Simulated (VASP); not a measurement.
KZn3, 4 atoms in the cell. Symmetry: Pm-3m, No. 221, cubic system. The conventional cell has a = 4.663 Å, b = 4.663 Å, c = 4.663 Å, α = 90.00°, β = 90.00°, γ = 90.00°. Within 4.3 Å of K (site symmetry m-3m) lie 12 Zn at 3.30 Å. Zn (site symmetry 4/mmm) has 4 K at 3.30 Å and 8 Zn at 3.30 Å within 4.3 Å. 

| Item | Value |
| --- | --- |
| Program | VASP 6.6.1 |
| Task | single point |
| Functional | PBE |
| Potentials or basis | VASP PAW PBE potentials, release 64 (K_sv, Zn) |
| Cutoff | 520 eV |
| k mesh | 10 × 10 × 10 |
| Occupations | gaussian, width 0.1 eV |
| Spin | no spin polarisation |
| Dipole correction | no |
| Further INCAR settings | ALGO = Fast; EDIFF = 1e-06; NBANDS = 30 |

Potentials or basis: VASP PAW PBE potentials, release 64 (K_sv, Zn).

The run is started by

```sh
$ cat potpaw_PBE.64/K_sv/POTCAR potpaw_PBE.64/Zn/POTCAR > POTCAR
$ mpirun -np 1 vasp_std > vasp.out
```

Hardware: 1 thread of AMD EPYC 9R45 96-Core Processor (Zen 5), on a shared host.

How long does it take, and how much memory?

Run time: 100 s on 1 thread of AMD EPYC 9R45 96-Core Processor (Zen 5) (shared host), peak memory 0.27 GiB. Counts: scf iterations 17, k points 56.
